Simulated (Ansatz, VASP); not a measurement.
## Two plane-wave programs on LiCl2

INCAR

```
  PREC = Accurate
  ENCUT = 600
  EDIFF = 1E-6
  ISMEAR = 0
  SIGMA = 0.1
  LREAL = F
  LASPH = T
  NELM = 100
  ALGO = Normal
  ISIF = 3
  LWAVE = F
  LCHARG = F
  GGA = PE
  IBRION = 2
  NSW = 100
  EDIFFG = -0.01
```

Contents of KPOINTS:

```
Automatic mesh
0
Gamma
  12 12 12
```

File POSCAR:

```
LiCl2
1.0
    0.0000000000      3.1509255407      3.1509255407
    3.1509255407      0.0000000000      3.1509255407
    3.1509255407      3.1509255407      0.0000000000
Li Cl
1 2
Direct
    0.0000000000      0.0000000000      0.0000000000
    0.2500000000      0.2500000000      0.2500000000
    0.7500000000      0.7500000000      0.7500000000
```

Input for Ansatz:

```yaml
crystal:
  lattice:
    - [0.0, 3.1509255407, 3.1509255407]
    - [3.1509255407, 0.0, 3.1509255407]
    - [3.1509255407, 3.1509255407, 0.0]
  atoms:
    - { symbol: Li, position: [0.0, 0.0, 0.0] }
    - { symbol: Cl, position: [0.25, 0.25, 0.25] }
    - { symbol: Cl, position: [0.75, 0.75, 0.75] }
basis:
  ecutwfc: 420
kpoints:
  mp_grid: { grid: [12, 12, 12] }
hamiltonian:
  xc: pbe
scf:
  occupations: { method: gaussian, width: 0.1 }
output:
  forces: true
  stress: true
  eigenvalues: true
relax:
  adjacent_minimum: "off"
  f_tol: 0.01
  max_steps: 80
  cell: { stress_tol: 0.05 }
```

Alike in both runs: task relaxation of cell and atoms; functional PBE; k mesh 12 × 12 × 12; occupations gaussian, width 0.1 eV; no spin polarisation.

|  | VASP | Ansatz |
| --- | --- | --- |
| version | VASP 6.6.1 | Ansatz 0.2.0 |
| potentials or method | VASP PAW PBE potentials, release 64 (Li_sv, Cl), cutoff 600 eV | scalar-relativistic, plane waves, PAW |
| valence electrons in the cell | 17 | 17 |

|  | VASP | Ansatz | Ansatz less VASP |
| --- | --- | --- | --- |
| gap on the k mesh at the Fermi level, each at its own relaxed structure (eV) | none | none | - |
| relaxed volume (Å³/atom) | 20.81 | 20.86 | +0.043 |
| relaxed cell length with the largest relative difference (Å) | 4.453 | 4.456 | +0.0031 |

A gap of «none» marks a metal or a gap that the smearing closes.

Noted on VASP's run: the cutoff is short for stress, so the pressure is rough.
